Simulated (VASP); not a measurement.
# BiTe in VASP: a series of runs

Runs on BiTe. Level: PBE. Tasks: relaxation of cell and atoms, single point.

Program: VASP 6.6.1. These are calculated values, not measurements. Logs are shortened: lines on timing, memory, paths and dates and some standing lists are left out, and cuts for length are marked.

## (1) The cell of the first run

It takes space group P6_3/mmc (No. 194, hexagonal). Conventional cell: a = 5.523 Å, b = 5.523 Å, c = 6.461 Å, α = 90.00°, β = 90.00°, γ = 120.00°. Within 4.2 Å of Bi (site symmetry -6m2) lie 5 Te at 3.19 to 3.23 Å. Within 4.2 Å of Te (site symmetry -6m2) lie 5 Bi at 3.19 to 3.23 Å.

The cell was generated, and may not be a known phase.

## (2) Relaxation of cell and atoms, PBE

File INCAR:

```
PREC = Accurate
ENCUT = 500
EDIFF = 1E-7
ISMEAR = 0
SIGMA = 0.1
LREAL = False
LASPH = True
NELM = 120
ALGO = Normal
ISIF = 3
LWAVE = False
LCHARG = False
GGA = PE
IBRION = 2
NSW = 100
EDIFFG = -0.01
GGA_COMPAT = False
NELMIN = 4
```

File KPOINTS:

```
Automatic mesh
0
Gamma
  12 12 8
```

File POSCAR:

```
BiTe
1.0
    5.5229324469      0.0000000000      0.0000000000
   -2.7614662234      4.7829998024      0.0000000000
    0.0000000000      0.0000000000      6.4611173700
Bi Te
2 2
Direct
    0.3333333333      0.6666666667      0.2500000000
    0.6666666667      0.3333333333      0.7500000000
    0.3333333333      0.6666666667      0.7500000000
    0.6666666667      0.3333333333      0.2500000000
```

Potentials or basis: VASP PAW PBE potentials, release 64 (Bi_d, Te).

Started as:

```console
> cat potpaw_PBE.64/Bi_d/POTCAR potpaw_PBE.64/Te/POTCAR > POTCAR
> mpirun -np 1 vasp_std > vasp.out
```

OUTCAR:

```text
PREC = Accurate
   ENCUT = 500
   EDIFF = 1E-7
   ISMEAR = 0
   LREAL = False
   LASPH = True
   NELM = 120
   ISIF = 3
   GGA = PE
   IBRION = 2
   NSW = 100
   EDIFFG = -0.01
   NELMIN = 4

 ion  position               nearest neighbor table
   1  0.333  0.667  0.250-   4 3.19   4 3.19   4 3.19   3 3.23   3 3.23
   2  0.667  0.333  0.750-   3 3.19   3 3.19   3 3.19   4 3.23   4 3.23
   3  0.333  0.667  0.750-   2 3.19   2 3.19   2 3.19   1 3.23   1 3.23
   4  0.667  0.333  0.250-   1 3.19   1 3.19   1 3.19   2 3.23   2 3.23

  LATTYP: Found a hexagonal cell.
 ALAT       =     5.5229324469
 C/A-ratio  =     1.1698707946

  Lattice vectors:

 A1 = (   5.5229324469,   0.0000000000,   0.0000000000)
 A2 = (  -2.7614662234,   4.7829998024,   0.0000000000)
 A3 = (   0.0000000000,   0.0000000000,   6.4611173700)

Analysis of symmetry for initial positions (statically):
=====================================================================
 Subroutine PRICEL returns:
 Original cell was already a primitive cell.

 Routine SETGRP: Setting up the symmetry group for a
 hexagonal supercell.

 Subroutine GETGRP returns: Found 24 space group operations
 (whereof 12 operations were pure point group operations)
 out of a pool of 24 trial point group operations.

The static configuration has the point symmetry D_3d.
 The point group associated with its full space group is D_6h.

Analysis of symmetry for dynamics (positions and initial velocities):
=====================================================================
 Subroutine PRICEL returns:
 Original cell was already a primitive cell.

 Routine SETGRP: Setting up the symmetry group for a
 hexagonal supercell.

 Subroutine GETGRP returns: Found 24 space group operations
 (whereof 12 operations were pure point group operations)
 out of a pool of 24 trial point group operations.

The dynamic configuration has the point symmetry D_3d.
 The point group associated with its full space group is D_6h.

 Subroutine INISYM returns: Found 24 space group operations
 (whereof 12 operations are pure point group operations),
 and found     1 'primitive' translations

----------------------------------------------------------------------------------------

                                     Primitive cell

  volume of cell :     170.6781

  direct lattice vectors                    reciprocal lattice vectors
     5.522932447  0.000000000  0.000000000     0.181063232  0.104536906  0.000000000
    -2.761466223  4.782999802  0.000000000     0.000000000  0.209073812  0.000000000
     0.000000000  0.000000000  6.461117370     0.000000000  0.000000000  0.154771991

  length of vectors
     5.522932447  5.522932447  6.461117370     0.209073812  0.209073812  0.154771991

  position of ions in fractional coordinates (direct lattice)
     0.333333333  0.666666667  0.250000000
     0.666666667  0.333333333  0.750000000
     0.333333333  0.666666667  0.750000000
     0.666666667  0.333333333  0.250000000

  ion indices of the primitive-cell ions
   primitive index   ion index
                 1           1
                 2           2
                 3           3
                 4           4

----------------------------------------------------------------------------------------

 KPOINTS: Automatic mesh

Automatic generation of k-mesh.
 Grid dimensions read from file:
 generate k-points for:   12   12    8

 Generating k-lattice:

  Cartesian coordinates                     Fractional coordinates (reciprocal lattice)
     0.015088603  0.008711409  0.000000000     0.083333333 -0.000000000  0.000000000
     0.000000000  0.017422818  0.000000000     0.000000000  0.083333333  0.000000000
     0.000000000  0.000000000  0.019346499     0.000000000  0.000000000  0.125000000

  Length of vectors
     0.017422818  0.017422818  0.019346499

  Shift w.r.t. Gamma in fractional coordinates (k-lattice)
     0.000000000  0.000000000  0.000000000

 Subroutine IBZKPT returns following result:
 ===========================================

 Found     95 irreducible k-points:

 Following reciprocal coordinates:
            Coordinates               Weight
  0.000000  0.000000  0.000000      1.000000
  0.083333  0.000000  0.000000      6.000000
  0.166667  0.000000  0.000000      6.000000
  0.250000  0.000000  0.000000      6.000000
  0.333333  0.000000  0.000000      6.000000
  0.416667  0.000000  0.000000      6.000000
[... 16 lines left out ...]
  0.250000  0.000000  0.125000     12.000000
  0.333333  0.000000  0.125000     12.000000
 [... further k-points ...]
   k-points           NKPTS =     95   k-points in BZ     NKDIM =     95   number of bands    NBANDS=     25
   number of dos      NEDOS =    301   number of ions     NIONS =      4
   total plane-waves  NPLWV =  76800
   dimension x,y,z NGX =    40 NGY =   40 NGZ =   48
   dimension x,y,z NGXF=    80 NGYF=   80 NGZF=   96
   ions per type =               2   2
   NGX,Y,Z   is equivalent  to a cutoff of  12.04, 12.04, 12.35 a.u.
   NGXF,Y,Z  is equivalent  to a cutoff of  24.08, 24.08, 24.70 a.u.
 SYSTEM =  unknown system
   PREC   = accura    normal or accurate (medium, high low for compatibility)
   ISTART =      0    job   : 0-new  1-cont  2-samecut
   ICHARG =      2    charge: 1-file 2-atom 10-const
   ISPIN  =      1    spin polarized calculation?
   LNONCOLLINEAR =      F non collinear calculations
   LSORBIT =      F    spin-orbit coupling
   LASPH  =      T    aspherical Exc in radial PAW
   ENCUT  =  500.0 eV  36.75 Ry    6.06 a.u.  10.07 10.07 11.78*2*pi/ulx,y,z
   NELM   =    120;   NELMIN=  4; NELMDL= -5     # of ELM steps
   EDIFF  = 0.1E-06   stopping-criterion for ELM
   LREAL  =      F    real-space projection
   EDIFFG = -.1E-01   stopping-criterion for IOM
   NSW    =    100    number of steps for IOM
   IBRION =      2    ionic relax: 0-MD 1-quasi-New 2-CG
   NFREE  =      1    steps in history (QN), initial steepest desc. (CG)
   ISIF   =      3    stress and relaxation
   ISYM   =      2    0-nonsym 1-usesym 2-fastsym
   POTIM  = 0.5000    time-step for ionic-motion
   TEBEG  =    0.0;   TEEND  =   0.0 temperature during run
   PSTRESS=    0.0 pullay stress
   NELECT =      42.0000    total number of electrons
   NUPDOWN=      -1.0000    fix difference up-down
   EMIN   =  10.00;   EMAX   =-10.00  energy-range for DOS
   EFERMI =   0.00;   METHOD = LEGACY
   ISMEAR =     0;   SIGMA  =   0.10  broadening in eV -4-tet -1-fermi 0-gaus
   EFERMI_NEDOS =   21; number of points for ismear=-14 and -15
   IALGO  =     38    algorithm
   IMIX   =      4    mixing-type and parameters
     AMIX     =   0.40;   BMIX     =  1.00
     AMIX_MAG =   1.60;   BMIX_MAG =  1.00
  volume/ion in A,a.u.               =      42.67       287.95
  Fermi-wavevector in a.u.,A,eV,Ry     =   1.025885  1.938642 14.319316  1.052440
  Thomas-Fermi vector in A             =   2.159749
   LORBIT       =      0    0 simple, 1 ext, 2 COOP (PROOUT), +10 PAW based schemes
   GGA     = PE    functional components
   LHFCALC =     F    Hartree Fock is set to
   AEXX    =    0.0000 exact exchange contribution
   IVDW    =     0    specifies the selected vdW correction
   LEPSILON=     F    determine dielectric tensor
   LRPA    =     F    only Hartree local field effects (RPA)
 conjugate gradient relaxation of ions
 non-spin polarized calculation
 Gauss-broadening in eV      SIGMA  =   0.10
  energy-cutoff  :      500.00
  volume of cell :      170.68
 maximum number of plane-waves:      4374
   NGX = 21   NGY = 21   NGZ = 23

--------------------------------------- Ionic step        1  -------------------------------------------

 number of electron      41.9999999 magnetization

 Free energy of the ion-electron system (eV)
  ---------------------------------------------------
  ext. energy  EPLUGINS =         0.00000000
  ---------------------------------------------------
  free energy    TOTEN  =       -13.70440426 eV

  energy without entropy =      -13.67952437  energy(sigma->0) =      -13.69196432

------------------------ aborting loop because EDIFF is reached ----------------------------------------

  FORCE on cell =-STRESS in cart. coord.  units (eV):
  Direction    XX          YY          ZZ          XY          YZ          ZX
  --------------------------------------------------------------------------------------
  -------------------------------------------------------------------------------------
  Total       -0.6249396     -0.6249396      0.4094899     -0.0000000      0.0000000      0.0000000
  in kB       -5.8663900     -5.8663900      3.8439351     -0.0000000      0.0000000      0.0000000
  external PRESSURE =      -2.6296150 kB  Pullay stress =       0.0000000 kB
[... 137 lines left out ...]
  energy  without entropy=      -13.6926436321  energy(sigma->0) =      -13.70319193

--------------------------------------- Ionic step        5  -------------------------------------------

 number of electron      41.9999990 magnetization

 Free energy of the ion-electron system (eV)
  ---------------------------------------------------
  ext. energy  EPLUGINS =         0.00000000
  ---------------------------------------------------
  free energy    TOTEN  =       -13.71380600 eV

  energy without entropy =      -13.69255104  energy(sigma->0) =      -13.70317852

 E-fermi :   4.6624     XC(G=0):  -8.2071

 val. band max:        4.6553415271   @ k =   0.0833   0.0833   0.0000
 cond. band min:       4.6732972709   @ k =   0.3333   0.0000   0.1250
 fundamental gap:      0.0179557438
 Fermi energy:         4.6623763855

 k-point     1 :       0.0000    0.0000    0.0000
  band No.  band energies     occupation
      1     -18.6587      2.00000
      2     -18.6587      2.00000
      3     -18.6583      2.00000
      4     -18.6583      2.00000
      5     -18.6102      2.00000
      6     -18.6102      2.00000
[... 661 lines left out ...]
     24       6.6089      0.00000
     25       7.1787      0.00000

 [... further k-points ...]

------------------------ aborting loop because EDIFF is reached ----------------------------------------

  FORCE on cell =-STRESS in cart. coord.  units (eV):
  Direction    XX          YY          ZZ          XY          YZ          ZX
  --------------------------------------------------------------------------------------
  -------------------------------------------------------------------------------------
  Total        0.0240561      0.0240561     -0.0041230      0.0000000     -0.0000000      0.0000000
  in kB        0.2283109      0.2283109     -0.0391305      0.0000000     -0.0000000      0.0000000
  external PRESSURE =       0.1391638 kB  Pullay stress =       0.0000000 kB
[... 19 lines left out ...]
  FREE ENERGIE OF THE ION-ELECTRON SYSTEM (eV)
  ---------------------------------------------------
  free  energy   TOTEN  =       -13.7138059959 eV

  energy  without entropy=      -13.6925510391  energy(sigma->0) =      -13.70317852

 reached required accuracy - stopping structural energy minimisation
```

Run time: 16 min. Hardware: 1 thread of Intel Xeon Platinum 8375C at 2.90GHz (Ice Lake), shared host; peak memory 0.51 GiB.

What came out:

- Free energy: -13.7138 eV
- Relaxed volume: 42.20 Å³/atom
- Relaxed cell: a = 5.466 Å, b = 5.466 Å, c = 6.525 Å, α = 90.00°, β = 90.00°, γ = 120.00°
- Space group after relaxing (to 0.1 Å): P6_3/mmc (No. 194)
- Energy gained by relaxing: 2.4 meV/atom
- Ionic steps: 5
- Pressure after relaxing: 0.0 GPa
- Band gap on the k mesh: zero (bands 21 and 22 overlap by 1.26 eV)

The path:
| step | energy change (eV) | largest force (eV/Å) | pressure (GPa) | volume (Å³) |
| --- | --- | --- | --- | --- |
| 1 | 0.0000 | 0.0000 | -0.26 | 170.68 |
| 2 | -0.0081 | 0.0000 | 0.02 | 168.95 |
| 3 | -0.0090 | 0.0000 | 0.14 | 168.24 |
| 4 | -0.0093 | 0.0000 | -0.03 | 169.05 |
| 5 | -0.0094 | 0.0000 | 0.01 | 168.81 |

Final structure:
```cif
data_structure
_symmetry_space_group_name_H-M 'P 1'
_symmetry_Int_Tables_number 1
_cell_length_a 5.4659
_cell_length_b 5.4659
_cell_length_c 6.5247
_cell_angle_alpha 90.000
_cell_angle_beta 90.000
_cell_angle_gamma 120.000
_cell_volume 168.81
loop_
_atom_site_label
_atom_site_type_symbol
_atom_site_fract_x
_atom_site_fract_y
_atom_site_fract_z
_atom_site_occupancy
Bi1 Bi 0.33333 0.66667 0.25000 1
Bi2 Bi 0.66667 0.33333 0.75000 1
Te1 Te 0.33333 0.66667 0.75000 1
Te2 Te 0.66667 0.33333 0.25000 1
```

Levels at points of the mesh, in eV from the Fermi level:
```tsv
k point	band 17	band 18	band 19	band 20	band 21	band 22	band 23	band 24	band 25
(0.00, 0.00, 0.00)	-4.02	-2.63	-2.63	-2.63	-0.35	-0.35	1.29	1.29	2.19
(0.50, 0.00, 0.00)	-3.75	-3.34	-3.11	-1.76	0.50	1.69	1.87	2.67	3.15
(0.00, 0.00, 0.50)	-3.41	-3.41	-2.54	-2.54	0.26	0.26	0.26	0.26	0.60
(0.50, 0.00, 0.50)	-2.69	-2.69	-1.93	-1.93	-0.49	-0.49	1.01	1.01	2.26
```

Caveat: spin-orbit coupling is left out, which moves the levels of the heavy elements.

(Continued in part 2 of 3.)

The gap in the log of VASP goes by the Fermi energy; the results here count the filled bands.